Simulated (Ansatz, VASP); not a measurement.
Given: the input of a run of Ansatz 0.2.0 on Ta.

Contents of input.yaml:

```yaml
crystal:
  lattice:
    - [2.9385392399, 0.0, 0.0]
    - [-1.46926962, 2.5448496318, 0.0]
    - [0.0, 0.0, 5.2342590858]
  atoms:
    - { symbol: Ta, position: [0.3333333333, 0.6666666667, 0.25] }
    - { symbol: Ta, position: [0.6666666667, 0.3333333333, 0.75] }
hamiltonian:
  xc: lda
  pseudopotentials: { kind: paw }
kpoints:
  mp_grid: { grid: [11, 11, 5] }
scf:
  occupations: { method: fermi_dirac, width: 0.05 }
output:
  forces: true
  stress: true
  eigenvalues: true
```

Potentials or basis: Ansatz PAW.

Command:

```bash
$ ansatz run input.yaml --threads 2 --pin off --max-ram 5632MiB --backend cpu --events-out ev --progress --plain --runs-dir out
```

Q: Translate it to VASP 6.6.1. Potentials there: VASP PAW LDA potentials, release 64 (Ta_pv).

A: As run (the cutoff follows the program's own potentials):

The input INCAR:

```
PREC     = Accurate       # precision mode
ENCUT    = 520            # plane-wave cutoff, eV
EDIFF    = 1E-6           # SCF threshold, eV
ISMEAR   = -1             # smearing method
SIGMA    = 0.05           # smearing width, eV
LREAL    = False          # projectors in reciprocal space
LASPH    = True           # aspherical terms in the spheres
NELM     = 100            # most SCF steps
ALGO     = Fast           # electronic algorithm
ISIF     = 2              # what is computed and relaxed
LWAVE    = False          # write WAVECAR
LCHARG   = False          # write CHGCAR
GGA      = CA             # functional
NBANDS   = 18             # bands
```

The input KPOINTS:

```
regular mesh
0
Gamma
  11 11 5
```

POSCAR

```
Ta
1.0
    2.9385392399      0.0000000000      0.0000000000
   -1.4692696200      2.5448496318      0.0000000000
    0.0000000000      0.0000000000      5.2342590858
Ta
2
Direct
    0.3333333333      0.6666666667      0.2500000000
    0.6666666667      0.3333333333      0.7500000000
```

Potentials or basis: VASP PAW LDA potentials, release 64 (Ta_pv).

Command:

```console
$ cat potpaw_LDA.64/Ta_pv/POTCAR > POTCAR
$ mpirun -np 1 vasp_std > vasp.out
```

Both were run:

|  | VASP | Ansatz | Ansatz less VASP |
| --- | --- | --- | --- |
| gap on the k mesh at the Fermi level (eV) | none | none | - |
| pressure (GPa) | -17.4 | -17.9 | -0.51 |
| traceless stress, the component that is largest in VASP (GPa) | 2.48 | 2.48 | -0.003 |

LDA's correlation is that of Perdew and Zunger in VASP and of Perdew and Wang (1992) in Ansatz. A gap of «none» marks a metal or a gap that the smearing closes. VASP's potentials hold 22 valence electrons a cell and Ansatz's 26, so a difference there can come from the potentials and not from the codes.

Neither program's run includes spin-orbit coupling.
